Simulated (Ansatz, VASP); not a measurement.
One calculation of Pt, two programs

Contents of INCAR:

```
SYSTEM = Pt
  ALGO = Fast
  EDIFF = 1E-6
  ENCUT = 520
  GGA = PE
  ISIF = 2
  ISMEAR = 0
  LASPH = .TRUE.
  LCHARG = .TRUE.
  LELF = .TRUE.
  LREAL = .FALSE.
  LVHAR = .TRUE.
  LWAVE = .FALSE.
  NBANDS = 11
  NELM = 60
  PREC = Accurate
  SIGMA = 0.15
```

Contents of KPOINTS:

```
k-points
0
G
  22 22 22
  0 0 0
```

The input POSCAR:

```
Pt
1.0
    0.0000000000      2.2576001938      1.5344908517
    2.2576001938      0.0000000000      1.5344908517
    2.2576001938      2.2576001938      0.0000000000
Pt
1
Direct
    0.0000000000      0.0000000000      0.0000000000
```

Input for Ansatz:

```yaml
crystal:
  lattice:
    - [0.0, 2.2576001938, 1.5344908517]
    - [2.2576001938, 0.0, 1.5344908517]
    - [2.2576001938, 2.2576001938, 0.0]
  atoms:
    - { symbol: Pt, position: [0.0, 0.0, 0.0] }
basis:
  ecutwfc: 420
kpoints:
  mp_grid: { grid: [22, 22, 22] }
hamiltonian:
  xc: pbe
  pseudopotentials: { kind: paw, azcp: { folder: soft_1 } }
scf:
  occupations: { method: gaussian, width: 0.15 }
output:
  forces: true
  stress: true
  eigenvalues: true
```

Alike in both runs: task single point; functional PBE; k mesh 22 × 22 × 22; occupations gaussian, width 0.15 eV; no spin polarisation.

|  | VASP | Ansatz |
| --- | --- | --- |
| version | VASP 6.6.1 | Ansatz 0.2.0 |
| potentials or method | VASP PAW PBE potentials, release 64 (Pt), cutoff 520 eV | scalar-relativistic, plane waves, PAW |
| valence electrons in the cell | 10 | 18 |

|  | VASP | Ansatz | Ansatz less VASP |
| --- | --- | --- | --- |
| gap on the k mesh at the Fermi level (eV) | none | none | - |
| pressure (GPa) | 2.4 | 2.9 | +0.46 |
| traceless stress, the component that is largest in VASP (GPa) | -2.63 | -2.65 | -0.016 |

A gap of «none» marks a metal or a gap that the smearing closes. With one functional, cell and mesh, what is left measures potentials, basis and numerics. VASP's potentials hold 10 valence electrons a cell and Ansatz's 18, so a difference there can come from the potentials and not from the codes.

Neither program's run includes spin-orbit coupling.
